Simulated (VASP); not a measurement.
# HC2 (C2/m) in VASP: notebook

HC2 is run at these levels: PBEsol+D4; tasks: single point.

All numbers are computed with VASP 6.6.1; they aren't measurements. Logs are shortened: lines on timing, memory, paths and dates and some standing lists are left out, and cuts for length are marked.

### 1 The cell of the first run

Symmetry: C2/m, No. 12, monoclinic system. The conventional cell has a = 12.424 Å, b = 2.463 Å, c = 3.814 Å, α = 90.00°, β = 95.18°, γ = 90.00°. H (site symmetry m) has 1 C at 1.09 Å within 1.5 Å. C (site symmetry m) has 3 C at 1.41 to 1.47 Å within 1.9 Å. Within 1.5 Å of C (site symmetry m) lie 1 H at 1.09 Å and 2 C at 1.41 Å.

### 2 Single point, PBEsol+D4

INCAR reads:

```
SYSTEM = HC2
  PREC = Accurate
  ENCUT = 520
  EDIFF = 1E-6
  ISMEAR = 0
  SIGMA = 0.01
  LREAL = .FALSE.
  LASPH = .TRUE.
  NELM = 100
  ALGO = Normal
  ISIF = 2
  LWAVE = .FALSE.
  LCHARG = .FALSE.
  GGA = PS
  IVDW = 13
  NBANDS = 18
```

KPOINTS reads:

```
Automatic mesh
0
G
  5 5 3
  0 0 0
```

POSCAR reads:

```
HC2
1.0
    6.2119660000     -1.2315540000      0.0000000000
    6.2119660000      1.2315540000      0.0000000000
   -0.3443790000      0.0000000000      3.7984080000
H C
2 4
Direct
    0.1933740000      0.1933740000      0.7507520000
    0.8066260000      0.8066260000      0.2492480000
    0.5565810000      0.5565810000      0.5734550000
    0.4434190000      0.4434190000      0.4265450000
    0.1088750000      0.1088750000      0.6414990000
    0.8911250000      0.8911250000      0.3585010000
```

Potentials or basis: VASP PAW PBE potentials, release 64 (H, C).

Command:

```
> cat potpaw_PBE.64/H/POTCAR potpaw_PBE.64/C/POTCAR > POTCAR
> mpirun -np 1 vasp_std > vasp.out
```

OUTCAR:

```text
SYSTEM = HC2
   PREC = Accurate
   ENCUT = 520
   EDIFF = 1E-6
   ISMEAR = 0
   LREAL = .FALSE.
   LASPH = .TRUE.
   NELM = 100
   ISIF = 2
   GGA = PS
   IVDW = 13

 ion  position               nearest neighbor table
   1  0.193  0.193  0.751-   5 1.09
   2  0.807  0.807  0.249-   6 1.09
   3  0.557  0.557  0.573-   5 1.41   5 1.41   4 1.47
   4  0.443  0.443  0.427-   6 1.41   6 1.41   3 1.47
   5  0.109  0.109  0.641-   1 1.09   3 1.41   3 1.41
   6  0.891  0.891  0.359-   2 1.09   4 1.41   4 1.41

  LATTYP: Found a base centered monoclinic cell.
 ALAT       =    12.4239320000
 B/A-ratio  =     0.1982551096
 C/A-ratio  =     0.3069871475
 COS(beta)  =    -0.0902936900

  Lattice vectors:

 A1 = (   6.2119660000,  -1.2315540000,   0.0000000000)
 A2 = (   6.2119660000,   1.2315540000,   0.0000000000)
 A3 = (  -0.3443790000,   0.0000000000,   3.7984080000)

Analysis of symmetry for initial positions (statically):
=====================================================================
 Subroutine PRICEL returns:
 Original cell was already a primitive cell.

 Routine SETGRP: Setting up the symmetry group for a
 base centered monoclinic supercell.

 Subroutine GETGRP returns: Found  4 space group operations
 (whereof  4 operations were pure point group operations)
 out of a pool of  4 trial point group operations.

The static configuration has the point symmetry C_2h.

Analysis of symmetry for dynamics (positions and initial velocities):
=====================================================================
 Subroutine PRICEL returns:
 Original cell was already a primitive cell.

 Routine SETGRP: Setting up the symmetry group for a
 base centered monoclinic supercell.

 Subroutine GETGRP returns: Found  4 space group operations
 (whereof  4 operations were pure point group operations)
 out of a pool of  4 trial point group operations.

The dynamic configuration has the point symmetry C_2h.

 Subroutine INISYM returns: Found  4 space group operations
 (whereof  4 operations are pure point group operations),
 and found     1 'primitive' translations

----------------------------------------------------------------------------------------

                                     Primitive cell

  volume of cell :      58.1185

  direct lattice vectors                    reciprocal lattice vectors
[... 97 lines left out ...]
   NSW    =      0    number of steps for IOM
   IBRION =     -1    ionic relax: 0-MD 1-quasi-New 2-CG
   NFREE  =      0    steps in history (QN), initial steepest desc. (CG)
   ISIF   =      2    stress and relaxation
   ISYM   =      2    0-nonsym 1-usesym 2-fastsym
   POTIM  = 0.5000    time-step for ionic-motion
   TEBEG  =    0.0;   TEEND  =   0.0 temperature during run
   PSTRESS=    0.0 pullay stress
   NELECT =      18.0000    total number of electrons
   NUPDOWN=      -1.0000    fix difference up-down
   EMIN   =  10.00;   EMAX   =-10.00  energy-range for DOS
   EFERMI =   0.00;   METHOD = LEGACY
   ISMEAR =     0;   SIGMA  =   0.01  broadening in eV -4-tet -1-fermi 0-gaus
   EFERMI_NEDOS =   21; number of points for ismear=-14 and -15
   IALGO  =     38    algorithm
   IMIX   =      4    mixing-type and parameters
     AMIX     =   0.40;   BMIX     =  1.00
     AMIX_MAG =   1.60;   BMIX_MAG =  1.00
  volume/ion in A,a.u.               =       9.69        65.37
  Fermi-wavevector in a.u.,A,eV,Ry     =   1.107629  2.093115 16.692196  1.226842
  Thomas-Fermi vector in A             =   2.244146
   LORBIT       =      0    0 simple, 1 ext, 2 COOP (PROOUT), +10 PAW based schemes
   GGA     = PS    functional components
   LHFCALC =     F    Hartree Fock is set to
   AEXX    =    0.0000 exact exchange contribution
   IVDW    =    13    specifies the selected vdW correction
   LEPSILON=     F    determine dielectric tensor
   LRPA    =     F    only Hartree local field effects (RPA)
 non-spin polarized calculation
 Gauss-broadening in eV      SIGMA  =   0.01
  energy-cutoff  :      520.00
  volume of cell :       58.12
 maximum number of plane-waves:      1581
   NGX = 23   NGY = 23   NGZ = 15

 number of electron      17.9999999 magnetization

 Free energy of the ion-electron system (eV)
  ---------------------------------------------------
  ext. energy  EPLUGINS =         0.00000000
  ---------------------------------------------------
  free energy    TOTEN  =       -44.78097671 eV

  energy without entropy =      -44.78097671  energy(sigma->0) =      -44.78097671

 E-fermi :   1.2681     XC(G=0):  -8.6611

 val. band max:        1.2249156399   @ k =  -0.4000   0.2000  -0.0000
 cond. band min:       2.2971064395   @ k =  -0.4000   0.2000   0.3333
 fundamental gap:      1.0721907996
 Fermi energy:         1.2680997652

 k-point     1 :       0.0000    0.0000    0.0000
  band No.  band energies     occupation
      1     -16.6873      2.00000
      2     -14.1298      2.00000
      3      -9.6945      2.00000
      4      -5.0024      2.00000
      5      -4.1321      2.00000
      6      -3.8672      2.00000
[... 481 lines left out ...]
      5      -5.0251      2.00000
      6      -3.8540      2.00000
[... 10 lines left out ...]
     17      12.8603      0.00000
     18      13.0382      0.00000

------------------------ aborting loop because EDIFF is reached ----------------------------------------

  DFT-D4 for vdW energy calculation

  Edisp (eV):   -0.33000

  FORCE on cell =-STRESS in cart. coord.  units (eV):
  Direction    XX          YY          ZZ          XY          YZ          ZX
  --------------------------------------------------------------------------------------
  -------------------------------------------------------------------------------------
  Total      -0.06073    -1.96807    -0.10366     0.00000     0.00000     0.18954
  in kB      -1.67428   -54.25476    -2.85752     0.00000     0.00000     5.22521
  external pressure =      -19.60 kB  Pullay stress =        0.00 kB

 VOLUME and BASIS-vectors are now :
 -----------------------------------------------------------------------------
  energy-cutoff  :      520.00
  volume of cell :       58.12
      direct lattice vectors                 reciprocal lattice vectors
     6.211966000 -1.231554000  0.000000000     0.080489816 -0.405991130  0.007297532
     6.211966000  1.231554000  0.000000000     0.080489816  0.405991130  0.007297532
    -0.344379000  0.000000000  3.798408000     0.000000000  0.000000000  0.263268190

 POSITION                                       TOTAL-FORCE (eV/Angst)
 -----------------------------------------------------------------------------------
      2.14392      0.00000      2.85166         0.113344      0.000000      0.042383
      9.93563      0.00000      0.94675        -0.113344      0.000000     -0.042383
      6.71744      0.00000      2.17822         0.325998      0.000000      0.142792
      5.36211      0.00000      1.62019        -0.325998      0.000000     -0.142792
      1.13174      0.00000      2.43667        -0.230163      0.000000     -0.094071
     10.94782      0.00000      1.36173         0.230163      0.000000      0.094071
 -----------------------------------------------------------------------------------
    total drift:                               -0.000000     -0.000000      0.000000

  FREE ENERGIE OF THE ION-ELECTRON SYSTEM (eV)
  ---------------------------------------------------
  free  energy   TOTEN  =       -45.1109789375 eV

  energy  without entropy=      -45.1109789375  energy(sigma->0) =      -45.11097894
```

stdout:

```text
POSCAR found type information on POSCAR H C
 POSCAR found :  2 types and       6 ions
 scaLAPACK will be used
 -----------------------------------------------------------------------------
|                                                                             |
|                                                                             |
|     You enforced a specific xc type in the INCAR file but a different       |
|     I HOPE YOU KNOW WHAT YOU ARE DOING!                                     |
|                                                                             |
 -----------------------------------------------------------------------------

 LDA part: xc-table for (Slater+PW92), standard interpolation
 POSCAR, INCAR and KPOINTS ok, starting setup
 FFT: planning ... GRIDC
 FFT: planning ... GRID_SOFT
 FFT: planning ... GRID
 WAVECAR not read
 entering main loop
```

It took 35 s on 1 thread of Intel Xeon Platinum 8488C (Sapphire Rapids), shared host; peak memory 0.22 GiB.

Results:

```
Free energy                : -45.1110 eV
Pressure                   : -2.0 GPa
Largest force              : 0.356 eV/Å
Band gap on the k mesh     : 1.07 eV, indirect (least direct gap 1.46 eV)
Dispersion energy per atom : -0.055 eV
```

Forces on the atoms (eV/Å):
```
H    0.113  0.000  0.042
H   -0.113  0.000 -0.042
C    0.326  0.000  0.143
C   -0.326  0.000 -0.143
C   -0.230  0.000 -0.094
C    0.230  0.000  0.094
```

Stress tensor (GPa, compression positive):
```
-0.17  0.00  0.52
 0.00 -5.43  0.00
 0.52  0.00 -0.29
```

Caveat: the k points lie up to 0.55 Å⁻¹ apart; the PAW data sets were made with another functional, which shifts forces and pressure a little.

### 3 Single point, PBEsol+D4

INCAR reads:

```
ALGO = Normal
EDIFF = 1E-6
ENCUT = 520
GGA = PS
ISIF = 2
ISMEAR = 0
IVDW = 13
LASPH = T
LCHARG = T
LELF = T
LREAL = F
LVHAR = T
LWAVE = F
NBANDS = 18
NELM = 80
PREC = Accurate
SIGMA = 0.01
```

KPOINTS reads:

```
k-points
0
Gamma
  5 5 3
```

POSCAR is that of step 2.

Potentials or basis: VASP PAW PBE potentials, release 64 (H, C).

Command:

```
> cat potpaw_PBE.64/H/POTCAR potpaw_PBE.64/C/POTCAR > POTCAR
> mpirun -np 1 vasp_std > vasp.out
```

Run time: 40 s. Hardware: 1 thread of Intel Xeon Platinum 8488C (Sapphire Rapids), shared host; peak memory 0.23 GiB.

Results (log left out):

| Quantity | Value |
| --- | --- |
| Free energy | -45.1110 eV |
| Pressure | -2.0 GPa |
| Largest force | 0.356 eV/Å |
| Band gap on the k mesh | 1.07 eV, indirect (least direct gap 1.46 eV) |
| Dispersion energy per atom | -0.055 eV |

Forces on the atoms (eV/Å):
```
H    0.113  0.000  0.042
H   -0.113  0.000 -0.042
C    0.326  0.000  0.143
C   -0.326  0.000 -0.143
C   -0.230  0.000 -0.094
C    0.230  0.000  0.094
```

Stress tensor (GPa, compression positive):
```
-0.17  0.00  0.52
 0.00 -5.43  0.00
 0.52  0.00 -0.29
```

Levels at points of the mesh, in eV from the valence-band top:
```tsv
k point	band 7	band 8	band 9	band 10	band 11	band 12
(0.00, 0.00, 0.00)	-3.80	-3.52	-3.27	4.52	4.72	6.54
```

Caveat: the k points lie up to 0.55 Å⁻¹ apart; the PAW data sets were made with another functional, which shifts forces and pressure a little. A hybrid or GW would open this gap; PBEsol tends to underestimate it.
